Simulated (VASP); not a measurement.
Write the native input for VASP 6.6.1 that does the following.

```yaml
Task: relaxation of cell and atoms
Functional: PBE
Potentials_or_basis: VASP PAW PBE potentials, release 64 (Sr_sv, Mg, Ta_pv, Sb)
Cutoff: 600 eV
k_mesh: 6 × 6 × 6
Occupations: gaussian, width 0.1 eV
Spin: no spin polarisation
Dipole_correction: no
Further_INCAR_settings: ALGO = Fast; EDIFF = 1e-07; IBRION = 2; EDIFFG = -0.01; NSW = 100; ISIF = 3
```

The structure of SrMgTa3Sb lies in POSCAR:

```
SrMgTa3Sb
1.0
    5.6594290613      0.0000000000      0.0000000000
   -2.8297145306      4.9012093380      0.0000000000
    0.0000000000      0.0000000000      4.9965754174
Sr Mg Ta Sb
1 1 3 1
Direct
    0.6666666667      0.3333333333      0.0000000000
    0.3333333333      0.6666666667      0.0000000000
    0.1381280281      0.8019407817      0.5000000000
    0.6638127536      0.8618719719      0.5000000000
    0.1980592183      0.3361872464      0.5000000000
    0.0000000000      0.0000000000      0.0000000000
```

These files were run (other wordings do the same):

INCAR

```
PREC = Accurate
ENCUT = 600
EDIFF = 1E-7
ISMEAR = 0
SIGMA = 0.1
LREAL = False
LASPH = True
NELM = 100
ALGO = Fast
ISIF = 3
LWAVE = False
LCHARG = False
GGA = PE
IBRION = 2
NSW = 100
EDIFFG = -0.01
```

KPOINTS

```
regular mesh
0
Gamma
  6 6 6
```

Potentials or basis: VASP PAW PBE potentials, release 64 (Sr_sv, Mg, Ta_pv, Sb).

Launch:

```console
$ cat potpaw_PBE.64/Sr_sv/POTCAR potpaw_PBE.64/Mg/POTCAR potpaw_PBE.64/Ta_pv/POTCAR potpaw_PBE.64/Sb/POTCAR > POTCAR
$ mpirun -np 1 vasp_std > vasp.out
```

It gave:

```yaml
Relaxed_volume: 23.16 Å³/atom
Relaxed_cell: a = 5.660 Å, b = 5.660 Å, c = 5.008 Å, α = 90.00°, β = 90.00°, γ = 120.00°
Space_group_after_relaxing_to_0.1_Å: P-6 (No. 174)
Energy_gained_by_relaxing: 0.2 meV/atom
Ionic_steps: 8
Pressure_after_relaxing: 0.0 GPa
Largest_force_after_relaxing: 0.006 eV/Å
Band_gap_on_the_k_mesh: zero (bands 25 and 26 overlap by 0.51 eV)
```

Caveat: spin-orbit coupling is left out, which moves the levels of the heavy elements.

Run time: 10 min on 1 thread of Intel(R) Xeon(R) 6975P-C (Granite Rapids), on a shared host, peak memory 0.44 GiB.
